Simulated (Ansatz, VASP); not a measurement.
# KZnF3: VASP beside Ansatz

Contents of POSCAR:

```
KZnF3
1.0
    4.0461680185      0.0596809783      0.0000000000
    0.0596809783      4.0461680185      0.0000000000
    0.0000000000      0.0000000000      4.0461680185
K Zn F
1 1 3
Direct
    0.0000000000      0.0000000000      0.0000000000
    0.5000000000      0.5000000000      0.5000000000
    0.5000000000      0.5000000000      0.0000000000
    0.0000000000      0.5000000000      0.5000000000
    0.5000000000      0.0000000000      0.5000000000
```

Contents of INCAR.step1:

```
ALGO     = Normal         # electronic algorithm
EDIFF    = 1E-4           # SCF threshold, eV
ENCUT    = 520            # plane-wave cutoff, eV
GGA      = PE             # functional
ISMEAR   = 0              # smearing method
LASPH    = T              # aspherical terms in the spheres
LCHARG   = F              # write CHGCAR
LREAL    = F              # projectors in reciprocal space
LWAVE    = T              # write WAVECAR
NBANDS   = 29             # bands
NELM     = 100            # most SCF steps
PREC     = Accurate       # precision mode
SIGMA    = 0.01           # smearing width, eV
```

File INCAR.step2:

```
ALGO     = Normal         # electronic algorithm
EDIFF    = 1E-6           # SCF threshold, eV
ENCUT    = 520            # plane-wave cutoff, eV
ISIF     = 2              # what is computed and relaxed
ISMEAR   = 0              # smearing method
ISTART   = 1            
LASPH    = T              # aspherical terms in the spheres
LCHARG   = F              # write CHGCAR
LMIXTAU  = T            
LREAL    = F              # projectors in reciprocal space
LWAVE    = F              # write WAVECAR
METAGGA  = R2SCAN         # meta-GGA
NBANDS   = 29             # bands
NELM     = 100            # most SCF steps
PREC     = Accurate       # precision mode
SIGMA    = 0.01           # smearing width, eV
```

KPOINTS

```
k-points
0
Gamma
  6 6 6
```

Input for Ansatz:

```yaml
crystal:
  lattice:
    - [4.0461680185, 0.0596809783, 0.0]
    - [0.0596809783, 4.0461680185, 0.0]
    - [0.0, 0.0, 4.0461680185]
  atoms:
    - { symbol: K, position: [0.0, 0.0, 0.0] }
    - { symbol: Zn, position: [0.5, 0.5, 0.5] }
    - { symbol: F, position: [0.5, 0.5, 0.0] }
    - { symbol: F, position: [0.0, 0.5, 0.5] }
    - { symbol: F, position: [0.5, 0.0, 0.5] }
kpoints:
  mp_grid: { grid: [6, 6, 6] }
  band_path:
    path:
      - [0.0, 0.0, 0.0]
      - [0.0, 0.5, 0.0]
      - [0.5, 0.5, 0.0]
      - [0.5, 0.5, 0.5]
      - [-0.5, -0.5, 0.494792]
    npoints: 1
hamiltonian:
  xc: r2scan
scf:
  occupations: { method: fixed }
  n_extra_bands: 5
output:
  forces: true
  stress: true
  eigenvalues: true
```

Change from the starting cell: shear_xy strain +3.0%.

Alike in both runs: task single point; functional r2SCAN; k mesh 6 × 6 × 6; no spin polarisation.

```csv
,VASP,Ansatz
version,VASP 6.6.1,Ansatz 0.2.0
potentials or method,"VASP PAW PBE potentials, release 64 (K_sv, Zn, F)","plane waves, PAW"
plane-wave cutoff (eV),520,500
occupations,"gaussian, width 0.01 eV",fixed
valence electrons in the cell,42,42
```

Ansatz gave:

| Quantity | Value |
| --- | --- |
| gap on the k mesh at the Fermi level (eV) | 4.64 |
| pressure (GPa) | 0.0 |
| traceless stress, the component that is largest in VASP (GPa) | -1.09 |

Question: Which values does VASP return?

Answer: gap on the k mesh at the Fermi level (eV): 4.58; pressure (GPa): 0.3; traceless stress, the component that is largest in VASP (GPa): -1.11.

VASP's potentials were made for PBE, not for r2SCAN.
